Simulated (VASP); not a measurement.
Set up this calculation in VASP 6.6.1, as the native input.

```
Task                   : relaxation of shape and atoms at fixed volume
Functional             : PBE
Potentials or basis    : VASP PAW PBE potentials, release 64 (Li_sv, Cl)
Cutoff                 : 600 eV
k mesh                 : 4 × 4 × 6
Occupations            : gaussian, width 0.02 eV
Spin                   : no spin polarisation
Dipole correction      : no
Further INCAR settings : ALGO = Normal; EDIFF = 1e-06; IBRION = 2; EDIFFG = -0.01; NSW = 50; ISIF = 4
```

The structure of LiCl lies in POSCAR:

```
LiCl
1.0
    6.4862214912      0.0000000000      0.0000000000
    0.0000000000      6.4862214912      0.0000000000
    0.0000000000      0.0000000000      3.4714779717
Li Cl
4 4
Direct
    0.6614830212      0.6614830212      0.5000000000
    0.1614830212      0.8385169788      0.2500000000
    0.3385169788      0.3385169788      0.0000000000
    0.8385169788      0.1614830212      0.7500000000
    0.8282804733      0.8282804733      0.0000000000
    0.3282804733      0.6717195267      0.7500000000
    0.1717195267      0.1717195267      0.5000000000
    0.6717195267      0.3282804733      0.2500000000
```

These files were run (other wordings do the same):

INCAR

```
  PREC = Accurate
  ENCUT = 600
  EDIFF = 1E-6
  ISMEAR = 0
  SIGMA = 0.02
  LREAL = False
  LASPH = True
  NELM = 60
  ALGO = Normal
  ISIF = 4
  LWAVE = False
  LCHARG = False
  GGA = PE
  IBRION = 2
  NSW = 50
  EDIFFG = -0.01
```

KPOINTS

```
Automatic mesh
0
Gamma
  4 4 6
```

Potentials or basis: VASP PAW PBE potentials, release 64 (Li_sv, Cl).

Launch:

```console
$ cat potpaw_PBE.64/Li_sv/POTCAR potpaw_PBE.64/Cl/POTCAR > POTCAR
$ mpirun -np 1 vasp_std > vasp.out
```

It gave:

- Energy gained by relaxing: 0.0 meV/atom
- Ionic steps: 2
- Pressure after relaxing: 4.1 GPa
- Largest force after relaxing: 0.006 eV/Å
- Band gap on the k mesh: 6.09 eV (least direct gap 6.17 eV)

Caveat: the cutoff is under 1.25 times the usual one of these potentials, so pressure, stress and relaxed cells hold a basis-set (Pulay) error.

Run time: 3.6 min on 1 thread of Intel Xeon 8259CL, with other jobs on the host, peak memory 0.31 GiB.
